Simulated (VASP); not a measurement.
Runs of VASP 6.6.1 on PbF2. The structure is that of space group I4/mmm (No. 139), or close to it. The cells are those of the table. 

| cell | gap on the mesh (eV) | pressure (GPa) |
| --- | --- | --- |
| a = 4.137, b = 4.137, c = 4.200 Å, angles 59.5, 59.5, 61.0°, 3 atoms | 4.79 | (d) |
| a = 4.170, b = 4.170, c = 4.263 Å, angles 59.3, 59.3, 61.5°, 3 atoms | (a) | (b) |
| a = 4.263, b = 4.263, c = 4.326 Å, angles 59.5, 59.5, 61.0°, 3 atoms | 4.83 | -4.6 |
| a = 4.233, b = 4.233, c = 4.326 Å, angles 59.3, 59.3, 61.5°, 3 atoms | 4.77 | -3.8 |
| a = 4.202, b = 4.202, c = 4.326 Å, angles 59.0, 59.0, 62.0°, 3 atoms | 4.71 | -2.9 |
| a = 4.200, b = 4.200, c = 4.263 Å, angles 59.5, 59.5, 61.0°, 3 atoms | 4.82 | (c) |

Alike in all rows: task single point; level r2SCAN; potentials or basis VASP PAW PBE potentials, release 64 (Pb_d, F); no spin polarisation; k mesh 8 × 8 × 8; cutoff (eV) 520; smearing gaussian 0.05 eV.

Task: Estimate the missing entries.

Result: (a) 4.75; (b) -0.8; (c) -1.9; (d) 1.6.

Caveats: the PAW data sets were made with another functional, which shifts forces and pressure a little; spin-orbit coupling is left out, which moves the levels of the heavy elements.

A k mesh can miss the band edges, and the runs leave out spin-orbit coupling on Pb.
